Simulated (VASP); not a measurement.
Sb, 1 atom in the cell. Symmetry: I4/mmm, No. 139, tetragonal system. Conventional cell: a = 3.153 Å, b = 3.153 Å, c = 5.424 Å, α = 90.00°, β = 90.00°, γ = 90.00°. Sb (site symmetry 4/mmm) has 12 Sb at 3.15 to 3.51 Å within 4.1 Å. 

| Item | Value |
| --- | --- |
| Program | VASP 6.6.1 |
| Task | single point |
| Functional | LDA |
| Potentials or basis | VASP PAW LDA potentials, release 64 (Sb) |
| Cutoff | 520 eV |
| k mesh | 12 × 12 × 12 |
| Occupations | fermi-dirac, width 0.05 eV |
| Spin | no spin polarisation |
| Dipole correction | no |
| Further INCAR settings | ALGO = Normal; EDIFF = 1e-06; NBANDS = 8 |

Potentials or basis: VASP PAW LDA potentials, release 64 (Sb).

Run with:

```console
$ cat potpaw_LDA.64/Sb/POTCAR > POTCAR
$ mpirun -np 1 vasp_std > vasp.out
```

Hardware: 1 thread of Intel(R) Xeon(R) 6975P-C (Granite Rapids) (shared host).

Problem. Estimate the wall time of this run.

Solution. It took 11 s on 1 thread of Intel(R) Xeon(R) 6975P-C (Granite Rapids), with other jobs on the host, peak memory 0.16 GiB. Counts: scf iterations 9, k points 163.
